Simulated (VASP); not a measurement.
Wanted: the native input for a VASP 6.6.1 run.

- Task: single point
- Functional: PBE
- Potentials or basis: VASP PAW PBE potentials, release 64 (B, N)
- Cutoff: 520 eV
- k mesh: 12 × 12 × 12
- Occupations: gaussian, width 0.05 eV
- Spin: no spin polarisation
- Dipole correction: no
- Further INCAR settings: ALGO = Normal; EDIFF = 1e-07; NBANDS = 11

The structure of BN lies in POSCAR:

```
BN
1.0
    0.0000000000      1.6294725703      1.8173907766
    1.8173907766      0.0000000000      1.8173907766
    1.8173907766      1.6294725703      0.0000000000
B N
1 1
Direct
    0.0000000000      0.0000000000      0.0000000000
    0.7500000000      0.7500000000      0.7500000000
```

This cell differs from its parent crystal: volume 5.382 Å^3 an atom, c/a of the conventional cell 0.8966.

One way to write it, as run:

INCAR

```
ALGO = Normal
EDIFF = 1E-7
ENCUT = 520
GGA = PE
ISIF = 2
ISMEAR = 0
LASPH = True
LCHARG = False
LREAL = False
LWAVE = False
NBANDS = 11
NELM = 80
PREC = Accurate
SIGMA = 0.05
```

KPOINTS

```
k-points
0
Gamma
  12 12 12
```

Potentials or basis: VASP PAW PBE potentials, release 64 (B, N).

The run is started by

```console
$ cat potpaw_PBE.64/B/POTCAR potpaw_PBE.64/N/POTCAR > POTCAR
$ mpirun -np 1 vasp_std > vasp.out
```

Results of the run:

* Pressure: 45.1 GPa
* Band gap on the k mesh: 2.66 eV, indirect (least direct gap 8.22 eV)

Run time: 28 s on 1 thread of Intel Xeon 8259CL, on a shared host, peak memory 0.13 GiB.
